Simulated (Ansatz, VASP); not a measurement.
## AlN: VASP beside Ansatz

Contents of INCAR:

```
PREC = Accurate
ENCUT = 520
EDIFF = 1E-6
ISMEAR = 0
SIGMA = 0.05
LREAL = F
LASPH = T
NELM = 60
ALGO = Normal
ISIF = 2
LWAVE = F
LCHARG = F
GGA = PE
NBANDS = 11
```

The input KPOINTS:

```
regular mesh
0
Gamma
  10 10 10
```

The input POSCAR:

```
AlN
1.0
    0.0000000000      2.2015871043      2.2015871043
    2.2015871043      0.0000000000      2.2015871043
    2.2015871043      2.2015871043      0.0000000000
Al N
1 1
Direct
    0.0227108888     -0.0681326665     -0.0227108888
    0.7500000000      0.7500000000      0.7500000000
```

Input for Ansatz:

```yaml
crystal:
  lattice:
    - [0.0, 2.2015871043, 2.2015871043]
    - [2.2015871043, 0.0, 2.2015871043]
    - [2.2015871043, 2.2015871043, 0.0]
  atoms:
    - { symbol: Al, position: [0.0227108888, -0.0681326665, -0.0227108888] }
    - { symbol: "N", position: [0.75, 0.75, 0.75] }
basis:
  ecutwfc: 420
kpoints:
  mp_grid: { grid: [10, 10, 10] }
hamiltonian:
  xc: pbe
scf:
  occupations: { method: gaussian, width: 0.05 }
output:
  forces: true
  stress: true
  eigenvalues: true
```

Alike in both runs: task single point; functional PBE; k mesh 10 × 10 × 10; occupations gaussian, width 0.05 eV; no spin polarisation.

|  | VASP | Ansatz |
| --- | --- | --- |
| version | VASP 6.6.1 | Ansatz 0.2.0 |
| potentials or method | VASP PAW PBE potentials, release 64 (Al, N), cutoff 520 eV | scalar-relativistic, plane waves, PAW |
| valence electrons in the cell | 8 | 8 |

VASP gave:

- gap on the k mesh at the Fermi level (eV): 2.74
- least direct gap on the mesh (eV): 3.36
- pressure (GPa): 5.6
- traceless stress, the component that is largest in VASP (GPa): 13.44
- rms of the force components (eV/Å): 1.963

**Question.** What did Ansatz give for the same quantities?

**Answer.** gap on the k mesh at the Fermi level (eV): 2.75; least direct gap on the mesh (eV): 3.35; pressure (GPa): 5.8; traceless stress, the component that is largest in VASP (GPa): 13.36; rms of the force components (eV/Å): 1.954.

Atom by atom the forces differ by 0.010 eV/Å (rms over components).
